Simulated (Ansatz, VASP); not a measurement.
**Two plane-wave programs on Al**

Contents of INCAR:

```
PREC = Accurate
ENCUT = 520
EDIFF = 1E-6
ISMEAR = 0
SIGMA = 0.15
LREAL = False
LASPH = True
NELM = 100
ALGO = Fast
ISIF = 2
LWAVE = False
LCHARG = False
GGA = CA
NBANDS = 8
```

KPOINTS

```
Automatic mesh
0
Gamma
  22 22 22
```

File POSCAR:

```
Al
1.0
   -1.5170814815      1.5170814815      1.7616350163
    1.5170814815     -1.5170814815      1.7616350163
    1.5170814815      1.5170814815     -1.7616350163
Al
1
Direct
    0.0000000000      0.0000000000      0.0000000000
```

Input for Ansatz:

```yaml
crystal:
  lattice:
    - [-1.5170814815, 1.5170814815, 1.7616350163]
    - [1.5170814815, -1.5170814815, 1.7616350163]
    - [1.5170814815, 1.5170814815, -1.7616350163]
  atoms:
    - { symbol: Al, position: [0.0, 0.0, 0.0] }
basis:
  ecutwfc: 420
kpoints:
  mp_grid: { grid: [22, 22, 22] }
hamiltonian:
  xc: lda
scf:
  occupations: { method: gaussian, width: 0.15 }
output:
  forces: true
  stress: true
  eigenvalues: true
  write_density: true
  write_potential: true
  elf: true
  volumetric_format: npy
```

Alike in both runs: task single point; functional LDA; k mesh 22 × 22 × 22; occupations gaussian, width 0.15 eV; no spin polarisation.

|  | VASP | Ansatz |
| --- | --- | --- |
| version | VASP 6.6.1 | Ansatz 0.2.0 |
| potentials or method | VASP PAW LDA potentials, release 64 (Al), cutoff 520 eV | scalar-relativistic, plane waves, PAW |
| valence electrons in the cell | 3 | 3 |

```csv
,VASP,Ansatz,Ansatz less VASP
gap on the k mesh at the Fermi level (eV),none,none,-
pressure (GPa),-0.4,-0.5,-0.07
"traceless stress, the component that is largest in VASP (GPa)",5.02,4.99,-0.032
```

LDA's correlation is that of Perdew and Zunger in VASP and of Perdew and Wang (1992) in Ansatz. A gap of «none» marks a metal or a gap that the smearing closes.
